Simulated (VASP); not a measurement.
Here is a VASP 6.6.1 calculation.

INCAR

```
PREC = Accurate ; ENCUT = 600
EDIFF = 1E-6 ; ISMEAR = 0
SIGMA = 0.1 ; LREAL = F
LASPH = T ; NELM = 60
ALGO = Normal ; ISIF = 3
LWAVE = F ; LCHARG = F
GGA = PE ; IBRION = 2
NSW = 100 ; EDIFFG = -0.015
```

File KPOINTS:

```
regular mesh
0
Gamma
  10 6 4
```

Contents of POSCAR:

```
BeC
1.0
   -0.0286596702     -0.0194712209     -2.4471235974
   -1.5171354768     -3.4124889060     -0.0450028144
   -4.6889351895      3.4732796773     -0.0259511680
Be C
4 4
Direct
    0.7510717456      0.2234036971      0.5799359492
    0.7688385355      0.7518362114      0.0796192986
    0.2515723732      0.2459528777      0.9163419123
    0.3005644555      0.7723596155      0.4242185635
    0.7355521122      0.8484449389      0.7061132639
    0.7401687730      0.3582990889      0.2273330958
    0.2335102515      0.6597164784      0.7877021622
    0.2187217535      0.1399870922      0.2787357545
```

Potentials or basis: VASP PAW PBE potentials, release 64 (Be, C).

Run with:

```console
$ cat potpaw_PBE.64/Be/POTCAR potpaw_PBE.64/C/POTCAR > POTCAR
$ mpirun -np 1 vasp_std > vasp.out
```

Question: Predict the space group after relaxing (to 0.1 Å).

Answer: C2/m (No. 12).

Question: Estimate the relaxed volume.

Answer: 6.70 Å³/atom.

Question: What does it give for the band gap on the k mesh?

Answer: Zero (bands 12 and 13 overlap by 1.17 eV).

Question: Estimate the relaxed cell.

Answer: a = 2.577 Å, b = 4.202 Å, c = 5.418 Å, α = 94.70°, β = 76.55°, γ = 72.38°.

Step by step:
```tsv
step	energy change (eV)	largest force (eV/Å)	pressure (GPa)	volume (Å³)
1	0.0000	1.7847	4.35	52.04
2	-0.0929	2.2568	-2.41	53.37
3	-0.1835	0.8728	-0.52	52.80
4	-0.2921	0.3958	-2.29	53.00
5	-0.2993	0.5329	-2.66	53.06
6	-0.3939	0.5388	0.19	52.35
7	-0.4328	1.2191	3.27	51.72
8	-0.4692	1.2746	4.03	51.60
9	-0.5655	1.4827	6.70	51.24
10	-0.6360	2.1265	13.78	50.39
11	-0.7169	2.0180	14.06	50.49
12	-0.9118	1.8517	15.37	50.73
13	-0.9606	1.9968	19.48	50.95
14	-1.0205	1.8501	17.61	50.91
15	-1.2742	1.5432	13.26	51.78
16	-1.7010	1.2949	2.39	54.42
17	-1.7397	1.5564	-1.10	55.46
18	-1.8944	1.1404	-2.90	55.80
19	-2.0778	0.9483	-6.96	56.68
20	-2.2301	0.9063	-4.49	55.90
21	-2.4118	0.8300	3.61	53.90
22	-2.5363	0.6758	2.35	53.93
23	-2.5635	0.9013	1.98	53.94
24	-2.6657	0.4444	-1.59	54.44
25	-2.6894	0.5421	-3.77	54.79
26	-2.7494	0.4452	-1.18	53.99
27	-2.7516	0.4516	-0.60	53.82
28	-2.7809	0.1434	0.76	53.45
29	-2.7811	0.1703	0.91	53.41
30	-2.7882	0.0772	0.20	53.60
31	-2.7886	0.1081	0.00	53.66
32	-2.7896	0.0686	-0.29	53.70
33	-2.7897	0.0421	-0.23	53.69
34	-2.7899	0.0251	0.08	53.63
35	-2.7899	0.0228	0.06	53.63
36	-2.7899	0.0109	0.02	53.64
```
